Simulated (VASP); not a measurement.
# Se (Pm-3m) in VASP: further runs

Se is run at these levels: PBE; tasks: single point.

All numbers are computed with VASP 6.6.1; they aren't measurements. Logs are shortened: lines on timing, memory, paths and dates and some standing lists are left out, and cuts for length are marked.

### Step 1. The cell of the first run

It takes space group Pm-3m (No. 221, cubic). Conventional cell: a = 2.713 Å, b = 2.713 Å, c = 2.713 Å, α = 90.00°, β = 90.00°, γ = 90.00°. Within 3.6 Å of Se (site symmetry m-3m) lie 6 Se at 2.71 Å.

### Step 2. Single point, PBE (volume scaled by 0.88)

INCAR reads:

```
  ALGO = Normal
  EDIFF = 1E-6
  ENCUT = 520
  GGA = PE
  ISIF = 2
  ISMEAR = -1
  LASPH = T
  LCHARG = F
  LREAL = F
  LWAVE = F
  NBANDS = 9
  NELM = 100
  PREC = Accurate
  SIGMA = 0.1
```

KPOINTS reads:

```
k-points
0
Gamma
  18 18 18
```

POSCAR reads:

```
Se
1.0
    2.7126322596      0.0000000000      0.0000000000
    0.0000000000      2.7126322596      0.0000000000
    0.0000000000      0.0000000000      2.7126322596
Se
1
Direct
    0.0000000000      0.0000000000      0.0000000000
```

Potentials or basis: VASP PAW PBE potentials, release 64 (Se).

On the command line:

```console
$ cat potpaw_PBE.64/Se/POTCAR > POTCAR
$ mpirun -np 1 vasp_std > vasp.out
```

OUTCAR:

```text
EDIFF = 1E-6
   ENCUT = 520
   GGA = PE
   ISIF = 2
   ISMEAR = -1
   LASPH = T
   LREAL = F
   NELM = 100
   PREC = Accurate

 ion  position               nearest neighbor table
   1  0.000  0.000  0.000-

  LATTYP: Found a simple cubic cell.
 ALAT       =     2.7126322596

  Lattice vectors:

 A1 = (   2.7126322596,   0.0000000000,   0.0000000000)
 A2 = (   0.0000000000,   2.7126322596,   0.0000000000)
 A3 = (   0.0000000000,   0.0000000000,   2.7126322596)

Analysis of symmetry for initial positions (statically):
=====================================================================
 Subroutine PRICEL returns:
 Original cell was already a primitive cell.

 Routine SETGRP: Setting up the symmetry group for a
 simple cubic supercell.

 Subroutine GETGRP returns: Found 48 space group operations
 (whereof 48 operations were pure point group operations)
 out of a pool of 48 trial point group operations.

The static configuration has the point symmetry O_h .

Analysis of symmetry for dynamics (positions and initial velocities):
=====================================================================
 Subroutine PRICEL returns:
 Original cell was already a primitive cell.

 Routine SETGRP: Setting up the symmetry group for a
 simple cubic supercell.

 Subroutine GETGRP returns: Found 48 space group operations
 (whereof 48 operations were pure point group operations)
 out of a pool of 48 trial point group operations.

The dynamic configuration has the point symmetry O_h .

 Subroutine INISYM returns: Found 48 space group operations
 (whereof 48 operations are pure point group operations),
 and found     1 'primitive' translations

----------------------------------------------------------------------------------------

                                     Primitive cell

  volume of cell :      19.9606

  direct lattice vectors                    reciprocal lattice vectors
     2.712632260  0.000000000  0.000000000     0.368645620  0.000000000  0.000000000
     0.000000000  2.712632260  0.000000000     0.000000000  0.368645620  0.000000000
     0.000000000  0.000000000  2.712632260     0.000000000  0.000000000  0.368645620

  length of vectors
     2.712632260  2.712632260  2.712632260     0.368645620  0.368645620  0.368645620

  position of ions in fractional coordinates (direct lattice)
     0.000000000  0.000000000  0.000000000

  ion indices of the primitive-cell ions
   primitive index   ion index
                 1           1

----------------------------------------------------------------------------------------

 KPOINTS: k-points

Automatic generation of k-mesh.
 Grid dimensions read from file:
 generate k-points for:   18   18   18

 Generating k-lattice:

  Cartesian coordinates                     Fractional coordinates (reciprocal lattice)
     0.020480312  0.000000000  0.000000000     0.055555556  0.000000000  0.000000000
     0.000000000  0.020480312  0.000000000     0.000000000  0.055555556  0.000000000
     0.000000000  0.000000000  0.020480312     0.000000000  0.000000000  0.055555556

  Length of vectors
     0.020480312  0.020480312  0.020480312

  Shift w.r.t. Gamma in fractional coordinates (k-lattice)
     0.000000000  0.000000000  0.000000000

 Subroutine IBZKPT returns following result:
 ===========================================

 Found    220 irreducible k-points:

 Following reciprocal coordinates:
            Coordinates               Weight
  0.000000  0.000000  0.000000      1.000000
  0.055556  0.000000  0.000000      6.000000
  0.111111  0.000000  0.000000      6.000000
  0.166667  0.000000  0.000000      6.000000
  0.222222  0.000000  0.000000      6.000000
  0.277778  0.000000  0.000000      6.000000
[... 16 lines left out ...]
  0.277778  0.111111  0.000000     24.000000
  0.333333  0.111111  0.000000     24.000000
 [... further k-points ...]
   k-points           NKPTS =    220   k-points in BZ     NKDIM =    220   number of bands    NBANDS=      9
   number of dos      NEDOS =    301   number of ions     NIONS =      1
   total plane-waves  NPLWV =   8000
   dimension x,y,z NGX =    20 NGY =   20 NGZ =   20
   dimension x,y,z NGXF=    40 NGYF=   40 NGZF=   40
   ions per type =               1
   NGX,Y,Z   is equivalent  to a cutoff of  12.26, 12.26, 12.26 a.u.
   NGXF,Y,Z  is equivalent  to a cutoff of  24.51, 24.51, 24.51 a.u.
 SYSTEM =  unknown system
   PREC   = accura    normal or accurate (medium, high low for compatibility)
   ISTART =      0    job   : 0-new  1-cont  2-samecut
   ICHARG =      2    charge: 1-file 2-atom 10-const
   ISPIN  =      1    spin polarized calculation?
   LNONCOLLINEAR =      F non collinear calculations
   LSORBIT =      F    spin-orbit coupling
   LASPH  =      T    aspherical Exc in radial PAW
   ENCUT  =  520.0 eV  38.22 Ry    6.18 a.u.   5.04  5.04  5.04*2*pi/ulx,y,z
   NELM   =    100;   NELMIN=  2; NELMDL= -5     # of ELM steps
   EDIFF  = 0.1E-05   stopping-criterion for ELM
   LREAL  =      F    real-space projection
   EDIFFG = 0.1E-04   stopping-criterion for IOM
   NSW    =      0    number of steps for IOM
   IBRION =     -1    ionic relax: 0-MD 1-quasi-New 2-CG
   NFREE  =      0    steps in history (QN), initial steepest desc. (CG)
   ISIF   =      2    stress and relaxation
   ISYM   =      2    0-nonsym 1-usesym 2-fastsym
   POTIM  = 0.5000    time-step for ionic-motion
   TEBEG  =    0.0;   TEEND  =   0.0 temperature during run
   PSTRESS=    0.0 pullay stress
   NELECT =       6.0000    total number of electrons
   NUPDOWN=      -1.0000    fix difference up-down
   EMIN   =  10.00;   EMAX   =-10.00  energy-range for DOS
   EFERMI =   0.00;   METHOD = LEGACY
   ISMEAR =    -1;   SIGMA  =   0.10  broadening in eV -4-tet -1-fermi 0-gaus
   EFERMI_NEDOS =   21; number of points for ismear=-14 and -15
   IALGO  =     38    algorithm
   IMIX   =      4    mixing-type and parameters
     AMIX     =   0.40;   BMIX     =  1.00
     AMIX_MAG =   1.60;   BMIX_MAG =  1.00
  volume/ion in A,a.u.               =      19.96       134.70
  Fermi-wavevector in a.u.,A,eV,Ry     =   1.096649  2.072366 16.362898  1.202639
  Thomas-Fermi vector in A             =   2.232995
   LORBIT       =      0    0 simple, 1 ext, 2 COOP (PROOUT), +10 PAW based schemes
   GGA     = PE    functional components
   LHFCALC =     F    Hartree Fock is set to
   AEXX    =    0.0000 exact exchange contribution
   IVDW    =     0    specifies the selected vdW correction
   LEPSILON=     F    determine dielectric tensor
   LRPA    =     F    only Hartree local field effects (RPA)
 non-spin polarized calculation
  energy-cutoff  :      520.00
  volume of cell :       19.96
 maximum number of plane-waves:       554
   NGX = 11   NGY = 11   NGZ = 11

 number of electron       6.0000002 magnetization

 Free energy of the ion-electron system (eV)
  ---------------------------------------------------
  ext. energy  EPLUGINS =         0.00000000
  ---------------------------------------------------
  free energy    TOTEN  =        -3.24031987 eV

  energy without entropy =       -3.22305960  energy(sigma->0) =       -3.23168974

 E-fermi :   6.3129     XC(G=0): -10.4840

 val. band max:        6.3042706815   @ k =   0.1667   0.1111   0.0000
 cond. band min:       6.3168843910   @ k =   0.4444   0.3333   0.2222
 fundamental gap:      0.0126137095
 Fermi energy:         6.3129029071

 k-point     1 :       0.0000    0.0000    0.0000
  band No.  band energies     occupation
      1     -10.9456      2.00000
      2       7.8698      0.00000
      3       7.8698      0.00000
      4       7.8698      0.00000
      5      13.8099      0.00000
      6      13.8099      0.00000
      7      14.8577      0.00000
      8      29.7548      0.00000
      9      29.7548      0.00000

 k-point     2 :       0.0556    0.0000    0.0000
  band No.  band energies     occupation
      1     -10.8944      2.00000
      2       7.2547      0.00016
      3       7.9114      0.00000
      4       7.9114      0.00000
      5      13.8588      0.00000
      6      14.2409      0.00000
      7      15.1981      0.00000
      8      28.7264      0.00000
      9      28.7265      0.00000

 k-point     3 :       0.1111    0.0000    0.0000
  band No.  band energies     occupation
      1     -10.7422      2.00000
      2       5.9027      1.96745
      3       8.0340      0.00000
      4       8.0340      0.00000
      5      14.0039      0.00000
      6      14.6658      0.00000
      7      16.5845      0.00000
      8      27.1163      0.00000
      9      27.1163      0.00000

 k-point     4 :       0.1667    0.0000    0.0000
  band No.  band energies     occupation
      1     -10.4935      2.00000
      2       4.3536      2.00000
      3       8.2302      0.00000
      4       8.2302      0.00000
      5      14.2409      0.00000
      6      15.0052      0.00000
      7      18.5150      0.00000
      8      25.5274      0.00000
      9      25.5274      0.00000

 k-point     5 :       0.2222    0.0000    0.0000
  band No.  band energies     occupation
      1     -10.1575      2.00000
      2       2.8199      2.00000
      3       8.4870      0.00000
      4       8.4870      0.00000
      5      14.5607      0.00000
      6      15.4211      0.00000
      7      20.4720      0.00000
      8      24.0586      0.00000
      9      24.0586      0.00000

 k-point     6 :       0.2778    0.0000    0.0000
  band No.  band energies     occupation
      1      -9.7508      2.00000
      2       1.3923      2.00000
      3       8.7837      0.00000
      4       8.7837      0.00000
      5      14.9473      0.00000
      6      15.9393      0.00000
      7      21.8400      0.00000
      8      22.7562      0.00000
      9      22.7562      0.00000
[... 169 lines left out ...]
 k-point    21 :       0.1667    0.1111    0.0000
  band No.  band energies     occupation
      1     -10.2902      2.00000
      2       4.5339      2.00000
      3       6.3043      1.04313
      4       8.3929      0.00000
      5      14.7954      0.00000
      6      16.9099      0.00000
      7      18.5794      0.00000
      8      23.2478      0.00000
      9      25.6447      0.00000

 k-point    22 :       0.2222    0.1111    0.0000
  band No.  band energies     occupation
      1      -9.9542      2.00000
      2       3.0062      2.00000
      3       6.5872      0.12095
      4       8.6486      0.00000
      5      15.1484      0.00000
      6      17.1472      0.00000
      7      20.0611      0.00000
      8      22.4502      0.00000
      9      24.2202      0.00000

 k-point    23 :       0.2778    0.1111    0.0000
  band No.  band energies     occupation
      1      -9.5475      2.00000
      2       1.5817      2.00000
      3       6.9212      0.00455
      4       8.9437      0.00000
      5      15.5751      0.00000
      6      17.3213      0.00000
      7      19.9639      0.00000
      8      22.9339      0.00000
      9      23.0963      0.00000

 k-point    24 :       0.3333    0.1111    0.0000
  band No.  band energies     occupation
      1      -9.1000      2.00000
      2       0.3238      2.00000
      3       7.2735      0.00013
      4       9.2478      0.00000
      5      16.0456      0.00000
      6      17.2528      0.00000
      7      19.5636      0.00000
      8      21.8480      0.00000
      9      23.1150      0.00000

 [... further k-points ...]
[... 5 lines left out ...]
  --------------------------------------------------------------------------------------
  -------------------------------------------------------------------------------------
  Total        1.5153207      1.5153207      1.5153207      0.0000000      0.0000000     -0.0000000
  in kB      121.6304643    121.6304643    121.6304643      0.0000000      0.0000000     -0.0000000
  external PRESSURE =     121.6304643 kB  Pullay stress =       0.0000000 kB

 VOLUME and BASIS-vectors are now :
 -----------------------------------------------------------------------------
  energy-cutoff  :      520.00
  volume of cell :       19.96
      direct lattice vectors                 reciprocal lattice vectors
     2.712632260  0.000000000  0.000000000     0.368645620  0.000000000  0.000000000
     0.000000000  2.712632260  0.000000000     0.000000000  0.368645620  0.000000000
     0.000000000  0.000000000  2.712632260     0.000000000  0.000000000  0.368645620

 POSITION                                       TOTAL-FORCE (eV/Angst)
 -----------------------------------------------------------------------------------
      0.00000      0.00000      0.00000         0.000000      0.000000      0.000000
 -----------------------------------------------------------------------------------
    total drift:                               -0.000000      0.000000     -0.000000

  FREE ENERGIE OF THE ION-ELECTRON SYSTEM (eV)
  ---------------------------------------------------
  free  energy   TOTEN  =        -3.2403198747 eV

  energy  without entropy=       -3.2230595987  energy(sigma->0) =       -3.23168974
```

Run time: 15 s. Hardware: 1 thread of AMD EPYC 7R43 (Zen 3), shared host; peak memory 0.12 GiB.

What came out:

```yaml
Free_energy: -3.2403 eV
Pressure: 12.2 GPa
Band_gap_on_the_k_mesh: zero (band 3 reaches 9.63 eV, above the bottom of band 4 at 2.44 eV)
```

### Step 3. Single point, PBE (volume scaled by 0.92)

INCAR reads:

```
SYSTEM = Se
ALGO = Normal
EDIFF = 1E-6
ENCUT = 520
GGA = PE
ISIF = 2
ISMEAR = -1
LASPH = .TRUE.
LCHARG = .FALSE.
LREAL = .FALSE.
LWAVE = .FALSE.
NBANDS = 9
NELM = 100
PREC = Accurate
SIGMA = 0.1
```

KPOINTS reads:

```
k-points
0
G
  18 18 18
  0 0 0
```

POSCAR reads:

```
Se
1.0
    2.7531252782      0.0000000000      0.0000000000
    0.0000000000      2.7531252782      0.0000000000
    0.0000000000      0.0000000000      2.7531252782
Se
1
Direct
    0.0000000000      0.0000000000      0.0000000000
```

Potentials or basis: VASP PAW PBE potentials, release 64 (Se).

On the command line:

```console
$ cat potpaw_PBE.64/Se/POTCAR > POTCAR
$ mpirun -np 1 vasp_std > vasp.out
```

OUTCAR:

```text
SYSTEM = Se
   EDIFF = 1E-6
   ENCUT = 520
   GGA = PE
   ISIF = 2
   ISMEAR = -1
   LASPH = .TRUE.
   LREAL = .FALSE.
   NELM = 100
   PREC = Accurate

 ion  position               nearest neighbor table
   1  0.000  0.000  0.000-

  LATTYP: Found a simple cubic cell.
 ALAT       =     2.7531252782

  Lattice vectors:

 A1 = (   2.7531252782,   0.0000000000,   0.0000000000)
 A2 = (   0.0000000000,   2.7531252782,   0.0000000000)
 A3 = (   0.0000000000,   0.0000000000,   2.7531252782)

[... 456 lines left out ...]
      1      -9.3529      2.00000
      2       0.0451      2.00000
      3       6.6436      0.00019
      4       8.4915      0.00000
      5      15.3886      0.00000
      6      16.5303      0.00000
      7      18.7556      0.00000
      8      21.0761      0.00000
      9      22.2148      0.00000

 [... further k-points ...]
[... 5 lines left out ...]
  --------------------------------------------------------------------------------------
  -------------------------------------------------------------------------------------
  Total        0.9414039      0.9414039      0.9414039     -0.0000000      0.0000000      0.0000000
  in kB       72.2784230     72.2784230     72.2784230     -0.0000000      0.0000000      0.0000000
  external PRESSURE =      72.2784230 kB  Pullay stress =       0.0000000 kB

 VOLUME and BASIS-vectors are now :
 -----------------------------------------------------------------------------
  energy-cutoff  :      520.00
  volume of cell :       20.87
      direct lattice vectors                 reciprocal lattice vectors
     2.753125278  0.000000000  0.000000000     0.363223573  0.000000000  0.000000000
     0.000000000  2.753125278  0.000000000     0.000000000  0.363223573  0.000000000
     0.000000000  0.000000000  2.753125278     0.000000000  0.000000000  0.363223573

 POSITION                                       TOTAL-FORCE (eV/Angst)
 -----------------------------------------------------------------------------------
      0.00000      0.00000      0.00000         0.000000      0.000000      0.000000
 -----------------------------------------------------------------------------------
    total drift:                               -0.000000      0.000000     -0.000000

  FREE ENERGIE OF THE ION-ELECTRON SYSTEM (eV)
  ---------------------------------------------------
  free  energy   TOTEN  =        -3.2947234441 eV

  energy  without entropy=       -3.2764924760  energy(sigma->0) =       -3.28560796
```

It took 15 s on 1 thread of AMD EPYC 7R43 (Zen 3), shared host; peak memory 0.11 GiB.

What came out:

| Property | Result |
| --- | --- |
| Free energy | -3.2947 eV |
| Pressure | 7.2 GPa |
| Band gap on the k mesh | zero (band 3 reaches 8.84 eV, above the bottom of band 4 at 2.05 eV) |

Levels at points of the mesh, in eV from the Fermi level:
| k point | band 1 | band 2 | band 3 | band 4 | band 5 | band 6 |
| --- | --- | --- | --- | --- | --- | --- |
| (0.00, 0.00, 0.00) | -16.81 | 1.49 | 1.49 | 1.49 | 7.59 | 7.59 |
| (0.50, 0.00, 0.00) | -14.44 | -7.70 | 3.12 | 3.12 | 9.91 | 12.15 |
| (0.50, 0.50, 0.00) | -12.06 | -5.57 | -5.57 | 2.43 | 4.60 | 13.91 |
| (0.50, 0.50, 0.50) | -9.59 | -3.67 | -3.67 | -3.67 | 5.52 | 5.52 |

### Step 4. Single point, PBE (volume scaled by 0.96)

INCAR reads:

```
PREC = Accurate ; ENCUT = 520
EDIFF = 1E-6 ; ISMEAR = -1
SIGMA = 0.1 ; LREAL = F
LASPH = T ; NELM = 60
ALGO = Normal ; ISIF = 2
LWAVE = F ; LCHARG = T
GGA = PE ; LELF = T
LVHAR = T ; NBANDS = 9
```

KPOINTS reads:

```
regular mesh
0
Gamma
  18 18 18
```

POSCAR reads:

```
Se
1.0
    2.7924609537      0.0000000000      0.0000000000
    0.0000000000      2.7924609537      0.0000000000
    0.0000000000      0.0000000000      2.7924609537
Se
1
Direct
    0.0000000000      0.0000000000      0.0000000000
```

On the command line:

```console
$ cat potpaw_PBE.64/Se/POTCAR > POTCAR
$ mpirun -np 1 vasp_std > vasp.out
```

It took 23 s on 1 thread of AMD EPYC 7R43 (Zen 3), shared host; peak memory 0.13 GiB.

The run converged. Its results:

* Free energy: -3.3241 eV
* Pressure: 3.3 GPa
* Band gap on the k mesh: zero (band 3 reaches 8.11 eV, above the bottom of band 4 at 1.68 eV)

Levels at points of the mesh, in eV from the Fermi level:
```
           k point  band 1  band 2  band 3  band 4  band 5  band 6  band 7  band 8
(0.00, 0.00, 0.00)  -16.39    1.43    1.43    1.43    7.68    7.68    8.05   22.53
(0.50, 0.00, 0.00)  -14.20   -7.30    2.94    2.94    9.91   11.81   12.66   13.61
(0.50, 0.50, 0.00)  -12.00   -5.28   -5.28    2.71    4.31   13.61   15.87   15.87
(0.50, 0.50, 0.50)   -9.74   -3.49   -3.49   -3.49    5.70    5.70    5.70    9.85
```

### Step 5. Summary

| cell | gap on the mesh (eV) | pressure (GPa) |
| --- | --- | --- |
| a = 2.713 Å, 1 atom | none | 12.2 |
| a = 2.753 Å, 1 atom | none | 7.2 |
| a = 2.792 Å, 1 atom | none | 3.3 |

Alike in all rows: task single point; level PBE; potentials or basis VASP PAW PBE potentials, release 64 (Se); no spin polarisation; k mesh 18 × 18 × 18; cutoff (eV) 520; smearing fermi-dirac 0.1 eV.

Total energies depend on the potentials used, so only differences within one code and one set of settings carry meaning.
